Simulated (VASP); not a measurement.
# AlRu (Pm-3m) in VASP: notebook

AlRu is run at these levels: PBEsol; tasks: single point.

Program: VASP 6.6.1. These are calculated values, not measurements. Logs are shortened: lines on timing, memory, paths and dates and some standing lists are left out, and cuts for length are marked.

**1. The cell of the first run**

The structure is cubic, space group Pm-3m (No. 221). The conventional cell has a = 2.992 Å, b = 2.992 Å, c = 2.992 Å, α = 90.00°, β = 90.00°, γ = 90.00°. Within 3.4 Å of Al (site symmetry m-3m) lie 8 Ru at 2.59 Å and 6 Al at 2.99 Å. Within 3.4 Å of Ru (site symmetry m-3m) lie 8 Al at 2.59 Å and 6 Ru at 2.99 Å.

**2. Single point, PBEsol**

The input, INCAR:

```
PREC = Accurate
ENCUT = 500
EDIFF = 1E-6
ISMEAR = -1
SIGMA = 0.1
LREAL = False
LASPH = True
NELM = 120
ALGO = Normal
ISIF = 2
LWAVE = False
LCHARG = False
GGA = PS
NBANDS = 16
GGA_COMPAT = False
```

The input, KPOINTS:

```
regular mesh
0
Gamma
  3 3 3
```

The input, POSCAR:

```
AlRu
1.0
    2.9916000000      0.0000000000      0.0000000000
    0.0000000000      2.9916000000      0.0000000000
    0.0000000000      0.0000000000      2.9916000000
Al Ru
1 1
Direct
    0.0000000000      0.0000000000      0.0000000000
    0.5000000000      0.5000000000      0.5000000000
```

Potentials or basis: VASP PAW PBE potentials, release 64 (Al, Ru_pv).

The run is started by

```console
$ cat potpaw_PBE.64/Al/POTCAR potpaw_PBE.64/Ru_pv/POTCAR > POTCAR
$ mpirun -np 1 vasp_std > vasp.out
```

OUTCAR:

```text
PREC = Accurate
   ENCUT = 500
   EDIFF = 1E-6
   ISMEAR = -1
   LREAL = False
   LASPH = True
   NELM = 120
   ISIF = 2
   GGA = PS

 ion  position               nearest neighbor table
   1  0.000  0.000  0.000-   2 2.59   2 2.59   2 2.59   2 2.59   2 2.59   2 2.59   2 2.59   2 2.59

   2  0.500  0.500  0.500-   1 2.59   1 2.59   1 2.59   1 2.59   1 2.59   1 2.59   1 2.59   1 2.59

  LATTYP: Found a simple cubic cell.
 ALAT       =     2.9916000000

  Lattice vectors:

 A1 = (   2.9916000000,   0.0000000000,   0.0000000000)
 A2 = (   0.0000000000,   2.9916000000,   0.0000000000)
 A3 = (   0.0000000000,   0.0000000000,   2.9916000000)

Analysis of symmetry for initial positions (statically):
=====================================================================
 Subroutine PRICEL returns:
 Original cell was already a primitive cell.

 Routine SETGRP: Setting up the symmetry group for a
 simple cubic supercell.

 Subroutine GETGRP returns: Found 48 space group operations
 (whereof 48 operations were pure point group operations)
 out of a pool of 48 trial point group operations.

The static configuration has the point symmetry O_h .

Analysis of symmetry for dynamics (positions and initial velocities):
=====================================================================
 Subroutine PRICEL returns:
 Original cell was already a primitive cell.

 Routine SETGRP: Setting up the symmetry group for a
 simple cubic supercell.

 Subroutine GETGRP returns: Found 48 space group operations
 (whereof 48 operations were pure point group operations)
 out of a pool of 48 trial point group operations.

The dynamic configuration has the point symmetry O_h .

 Subroutine INISYM returns: Found 48 space group operations
 (whereof 48 operations are pure point group operations),
 and found     1 'primitive' translations

----------------------------------------------------------------------------------------

                                     Primitive cell

  volume of cell :      26.7738

  direct lattice vectors                    reciprocal lattice vectors
     2.991600000  0.000000000  0.000000000     0.334269287  0.000000000  0.000000000
     0.000000000  2.991600000  0.000000000     0.000000000  0.334269287  0.000000000
     0.000000000  0.000000000  2.991600000     0.000000000  0.000000000  0.334269287

  length of vectors
     2.991600000  2.991600000  2.991600000     0.334269287  0.334269287  0.334269287

  position of ions in fractional coordinates (direct lattice)
     0.000000000  0.000000000  0.000000000
     0.500000000  0.500000000  0.500000000

  ion indices of the primitive-cell ions
   primitive index   ion index
                 1           1
                 2           2

----------------------------------------------------------------------------------------

 KPOINTS: regular mesh

Automatic generation of k-mesh.
 Grid dimensions read from file:
 generate k-points for:    3    3    3

 Generating k-lattice:

  Cartesian coordinates                     Fractional coordinates (reciprocal lattice)
     0.111423096  0.000000000  0.000000000     0.333333333  0.000000000  0.000000000
     0.000000000  0.111423096  0.000000000     0.000000000  0.333333333  0.000000000
     0.000000000  0.000000000  0.111423096     0.000000000  0.000000000  0.333333333

  Length of vectors
     0.111423096  0.111423096  0.111423096

  Shift w.r.t. Gamma in fractional coordinates (k-lattice)
     0.000000000  0.000000000  0.000000000

 Subroutine IBZKPT returns following result:
 ===========================================

 Found      4 irreducible k-points:

 Following reciprocal coordinates:
            Coordinates               Weight
  0.000000  0.000000  0.000000      1.000000
  0.333333  0.000000  0.000000      6.000000
  0.333333  0.333333  0.000000     12.000000
  0.333333  0.333333  0.333333      8.000000
   k-points           NKPTS =      4   k-points in BZ     NKDIM =      4   number of bands    NBANDS=     16
   number of dos      NEDOS =    301   number of ions     NIONS =      2
   total plane-waves  NPLWV =  13824
   dimension x,y,z NGX =    24 NGY =   24 NGZ =   24
   dimension x,y,z NGXF=    48 NGYF=   48 NGZF=   48
   ions per type =               1   1
   NGX,Y,Z   is equivalent  to a cutoff of  13.34, 13.34, 13.34 a.u.
   NGXF,Y,Z  is equivalent  to a cutoff of  26.67, 26.67, 26.67 a.u.
 SYSTEM =  unknown system
   PREC   = accura    normal or accurate (medium, high low for compatibility)
   ISTART =      0    job   : 0-new  1-cont  2-samecut
   ICHARG =      2    charge: 1-file 2-atom 10-const
   ISPIN  =      1    spin polarized calculation?
   LNONCOLLINEAR =      F non collinear calculations
   LSORBIT =      F    spin-orbit coupling
   LASPH  =      T    aspherical Exc in radial PAW
   ENCUT  =  500.0 eV  36.75 Ry    6.06 a.u.   5.45  5.45  5.45*2*pi/ulx,y,z
   NELM   =    120;   NELMIN=  2; NELMDL= -5     # of ELM steps
   EDIFF  = 0.1E-05   stopping-criterion for ELM
   LREAL  =      F    real-space projection
   EDIFFG = 0.1E-04   stopping-criterion for IOM
   NSW    =      0    number of steps for IOM
   IBRION =     -1    ionic relax: 0-MD 1-quasi-New 2-CG
   NFREE  =      0    steps in history (QN), initial steepest desc. (CG)
   ISIF   =      2    stress and relaxation
   ISYM   =      2    0-nonsym 1-usesym 2-fastsym
   POTIM  = 0.5000    time-step for ionic-motion
   TEBEG  =    0.0;   TEEND  =   0.0 temperature during run
   PSTRESS=    0.0 pullay stress
   NELECT =      17.0000    total number of electrons
   NUPDOWN=      -1.0000    fix difference up-down
   EMIN   =  10.00;   EMAX   =-10.00  energy-range for DOS
   EFERMI =   0.00;   METHOD = LEGACY
   ISMEAR =    -1;   SIGMA  =   0.10  broadening in eV -4-tet -1-fermi 0-gaus
   EFERMI_NEDOS =   21; number of points for ismear=-14 and -15
   IALGO  =     38    algorithm
   IMIX   =      4    mixing-type and parameters
     AMIX     =   0.40;   BMIX     =  1.00
     AMIX_MAG =   1.60;   BMIX_MAG =  1.00
  volume/ion in A,a.u.               =      13.39        90.34
  Fermi-wavevector in a.u.,A,eV,Ry     =   1.407087  2.659009 26.938090  1.979894
  Thomas-Fermi vector in A             =   2.529382
   LORBIT       =      0    0 simple, 1 ext, 2 COOP (PROOUT), +10 PAW based schemes
   GGA     = PS    functional components
   LHFCALC =     F    Hartree Fock is set to
   AEXX    =    0.0000 exact exchange contribution
   IVDW    =     0    specifies the selected vdW correction
   LEPSILON=     F    determine dielectric tensor
   LRPA    =     F    only Hartree local field effects (RPA)
 non-spin polarized calculation
  energy-cutoff  :      500.00
  volume of cell :       26.77
 maximum number of plane-waves:       691
 NGX is ok and might be reduce to    24
   NGX = 11   NGY = 11   NGZ = 11

 number of electron      16.9999994 magnetization

 Free energy of the ion-electron system (eV)
  ---------------------------------------------------
  ext. energy  EPLUGINS =         0.00000000
  ---------------------------------------------------
  free energy    TOTEN  =       -15.30235418 eV

  energy without entropy =      -15.22244652  energy(sigma->0) =      -15.26240035

 E-fermi :  10.3185     XC(G=0): -12.6936

 val. band max:       10.2718198756   @ k =   0.3333   0.3333   0.3333
 cond. band min:      10.7246525085   @ k =   0.0000   0.0000   0.0000
 fundamental gap:      0.4528326329
 Fermi energy:        10.3184845466

 k-point     1 :       0.0000    0.0000    0.0000
  band No.  band energies     occupation
      1     -31.1739      2.00000
      2     -31.1739      2.00000
      3     -31.1739      2.00000
      4       0.9111      2.00000
      5       7.0098      2.00000
      6       7.0098      2.00000
[... 8 lines left out ...]
     15      22.4922      0.00000
     16      25.6755      0.00000

 k-point     2 :       0.3333    0.0000    0.0000
  band No.  band energies     occupation
      1     -31.3315      2.00000
      2     -31.1604      2.00000
      3     -31.1604      2.00000
      4       2.8885      2.00000
      5       6.7260      2.00000
      6       7.5851      2.00000
[... 8 lines left out ...]
     15      23.7068      0.00000
     16      25.5294      0.00000

 k-point     3 :       0.3333    0.3333    0.0000
  band No.  band energies     occupation
      1     -31.3150      2.00000
      2     -31.3113      2.00000
      3     -31.1469      2.00000
      4       4.2032      2.00000
      5       6.7243      2.00000
      6       8.4268      2.00000
[... 8 lines left out ...]
     15      23.1370      0.00000
     16      25.3825      0.00000

 k-point     4 :       0.3333    0.3333    0.3333
  band No.  band energies     occupation
      1     -31.2988      2.00000
      2     -31.2950      2.00000
      3     -31.2950      2.00000
      4       5.0690      2.00000
      5       6.8705      2.00000
      6       6.8705      2.00000
[... 8 lines left out ...]
     15      21.0285      0.00000
     16      22.4969      0.00000

------------------------ aborting loop because EDIFF is reached ----------------------------------------

  FORCE on cell =-STRESS in cart. coord.  units (eV):
  Direction    XX          YY          ZZ          XY          YZ          ZX
  --------------------------------------------------------------------------------------
  -------------------------------------------------------------------------------------
  Total       -0.1918399     -0.1918399     -0.1918399      0.0000000      0.0000000      0.0000000
  in kB      -11.4799240    -11.4799240    -11.4799240      0.0000000      0.0000000      0.0000000
  external PRESSURE =     -11.4799240 kB  Pullay stress =       0.0000000 kB

 VOLUME and BASIS-vectors are now :
 -----------------------------------------------------------------------------
  energy-cutoff  :      500.00
  volume of cell :       26.77
      direct lattice vectors                 reciprocal lattice vectors
     2.991600000  0.000000000  0.000000000     0.334269287  0.000000000  0.000000000
     0.000000000  2.991600000  0.000000000     0.000000000  0.334269287  0.000000000
     0.000000000  0.000000000  2.991600000     0.000000000  0.000000000  0.334269287

 POSITION                                       TOTAL-FORCE (eV/Angst)
 -----------------------------------------------------------------------------------
      0.00000      0.00000      0.00000         0.000000      0.000000      0.000000
      1.49580      1.49580      1.49580         0.000000      0.000000      0.000000
 -----------------------------------------------------------------------------------
    total drift:                                0.000000     -0.000000     -0.000000

  FREE ENERGIE OF THE ION-ELECTRON SYSTEM (eV)
  ---------------------------------------------------
  free  energy   TOTEN  =       -15.3023541762 eV

  energy  without entropy=      -15.2224465223  energy(sigma->0) =      -15.26240035
```

Run time: 3.5 s. Hardware: 1 thread of Intel Xeon 6975P-C, shared host; peak memory 0.13 GiB.

What came out:

```yaml
Free_energy: -15.3024 eV
Pressure: -1.1 GPa
```

Levels at points of the mesh, in eV from the Fermi level:
```tsv
k point	band 4	band 5	band 6	band 7	band 8	band 9	band 10	band 11	band 12	band 13
(0.00, 0.00, 0.00)	-9.41	-3.31	-3.31	0.41	0.41	0.41	6.34	6.34	6.34	11.27
```

Caveat: the k points lie up to 0.70 Å⁻¹ apart; the PAW data sets were made with another functional, which shifts forces and pressure a little.

(Continued in part 2 of 2.)
